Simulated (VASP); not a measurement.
Here is a VASP 6.6.1 calculation.

File INCAR:

```
  ALGO = Normal
  EDIFF = 1E-6
  ENCUT = 520
  ISIF = 2
  ISMEAR = 0
  LASPH = True
  LCHARG = False
  LREAL = False
  LWAVE = False
  NBANDS = 31
  NELM = 60
  PREC = Accurate
  SIGMA = 0.1
```

KPOINTS

```
k-points
0
Gamma
  12 12 12
```

The input POSCAR:

```
ZrN2
1.0
   -2.0678324910      2.0678324910      5.1701343919
    2.0678324910     -2.0678324910      5.1701343919
    2.0678324910      2.0678324910     -5.1701343919
Zr N
2 4
Direct
    0.0000000000      0.0000000000      0.0000000000
    0.7500000000      0.2500000000      0.5000000000
    0.7891033666      0.7891033666      0.0000000000
    0.2108966334      0.2108966334      0.0000000000
    0.9608966334      0.4608966334      0.5000000000
    0.5391033666      0.0391033666      0.5000000000
```

Potentials or basis: VASP PAW LDA potentials, release 64 (Zr_sv, N).

Run with:

```console
$ cat potpaw_LDA.64/Zr_sv/POTCAR potpaw_LDA.64/N/POTCAR > POTCAR
$ mpirun -np 1 vasp_std > vasp.out
```

Predict the largest force.

0.014 eV/Å.

Estimate the band gap on the k mesh.

zero (bands 22 and 23 overlap by 0.40 eV).

Forces in eV/Å, atoms in the order of the input:
```
Zr   0.000  0.000  0.000
Zr   0.000  0.000  0.000
N    0.000  0.000 -0.014
N    0.000  0.000  0.014
N    0.000  0.000  0.014
N    0.000  0.000 -0.014
```
